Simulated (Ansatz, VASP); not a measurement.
**One calculation of Ta2Ti, two programs**

```xyz
3
Lattice="4.9283 0.0000 0.0000 -2.4642 4.2681 0.0000 0.0000 0.0000 2.7194" Properties=species:S:1:pos:R:3 pbc="T T T"
Ti    0.0000    0.0000    0.0000
Ta    0.0000    2.8454    0.0000
Ta    2.4642    1.4227    0.0000
```

Alike in both runs: functional PBE; k mesh 12 × 12 × 16; occupations gaussian, width 0.1 eV; no spin polarisation.

Ansatz relaxed the structure, and its values are those at the end. VASP's run is a single point on that final structure, the one shown.

|  | VASP | Ansatz |
| --- | --- | --- |
| version | VASP 6.6.1 | Ansatz 0.2.0 |
| potentials or method | VASP PAW PBE potentials, release 64 (Ti_sv, Ta_pv), cutoff 520 eV | scalar-relativistic, plane waves, PAW |
| valence electrons in the cell | 34 | 38 |

```csv
,VASP,Ansatz,Ansatz less VASP
gap on the k mesh at the Fermi level (eV),none,none,-
pressure (GPa),0.0,0.0,+0.01
```

A gap of «none» marks a metal or a gap that the smearing closes. With one functional, cell and mesh, what is left measures potentials, basis and numerics. VASP's potentials hold 34 valence electrons a cell and Ansatz's 38, so a difference there can come from the potentials and not from the codes.

Spin-orbit coupling is off throughout.
